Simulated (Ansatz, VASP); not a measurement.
# Two plane-wave programs on Cu3N

Contents of INCAR:

```
PREC     = Accurate       # precision mode
ENCUT    = 600            # plane-wave cutoff, eV
EDIFF    = 1E-7           # SCF threshold, eV
ISMEAR   = 0              # smearing method
SIGMA    = 0.01           # smearing width, eV
LREAL    = F              # projectors in reciprocal space
LASPH    = T              # aspherical terms in the spheres
NELM     = 120            # most SCF steps
ALGO     = Normal         # electronic algorithm
ISIF     = 3              # what is computed and relaxed
LWAVE    = F              # write WAVECAR
LCHARG   = F              # write CHGCAR
GGA      = PE             # functional
IBRION   = 2              # ionic algorithm
NSW      = 80             # ionic steps
EDIFFG   = -0.001         # ionic threshold
GGA_COMPAT= F            
NELMIN   = 4
```

File KPOINTS:

```
Automatic mesh
0
Gamma
  10 10 10
```

The input POSCAR:

```
Cu3N
1.0
    3.8272904609      0.0000000000      0.0000000000
    0.0000000000      3.8272904609      0.0000000000
    0.0000000000      0.0000000000      3.8272904609
Cu N
3 1
Direct
    0.5000000000      0.0000000000      0.0000000000
    0.0000000000      0.5000000000      0.0000000000
    0.0000000000      0.0000000000      0.5000000000
    0.0000000000      0.0000000000      0.0000000000
```

Input for Ansatz:

```yaml
crystal:
  lattice:
    - [3.8272904619, 0.0, 0.0]
    - [0.0, 3.8272904619, 0.0]
    - [0.0, 0.0, 3.8272904619]
  atoms:
    - { symbol: Cu, position: [0.5, 0.0, 0.0] }
    - { symbol: Cu, position: [0.0, 0.5, 0.0] }
    - { symbol: Cu, position: [0.0, 0.0, 0.5] }
    - { symbol: "N", position: [0.0, 0.0, 0.0] }
basis:
  ecutwfc: 420
kpoints:
  mp_grid: { grid: [10, 10, 10] }
hamiltonian:
  xc: pbe
scf:
  occupations: { method: gaussian, width: 0.01 }
output:
  forces: true
  stress: true
  eigenvalues: true
  write_density: true
  write_potential: true
  elf: true
  volumetric_format: npy
relax:
  adjacent_minimum: "off"
  f_tol: 0.001
  max_steps: 60
  cell: { stress_tol: 0.01 }
```

Alike in both runs: task relaxation of cell and atoms; functional PBE; k mesh 10 × 10 × 10; occupations gaussian, width 0.01 eV; no spin polarisation.

|  | VASP | Ansatz |
| --- | --- | --- |
| version | VASP 6.6.1 | Ansatz 0.2.0 |
| potentials or method | VASP PAW PBE potentials, release 64 (Cu, N), cutoff 600 eV | scalar-relativistic, plane waves, PAW |
| valence electrons in the cell | 38 | 62 |

VASP gave:

| Property | Result |
| --- | --- |
| gap on the k mesh at the Fermi level, each at its own relaxed structure (eV) | 0.26 |
| relaxed volume (Å³/atom) | 14.08 |
| relaxed cell length with the largest relative difference (Å) | 3.833 |

**Question.** Estimate Ansatz's values.

**Answer.** gap on the k mesh at the Fermi level, each at its own relaxed structure (eV): 0.22; relaxed volume (Å³/atom): 14.02; relaxed cell length with the largest relative difference (Å): 3.827.

VASP's potentials hold 38 valence electrons a cell and Ansatz's 62, so a difference there can come from the potentials and not from the codes.
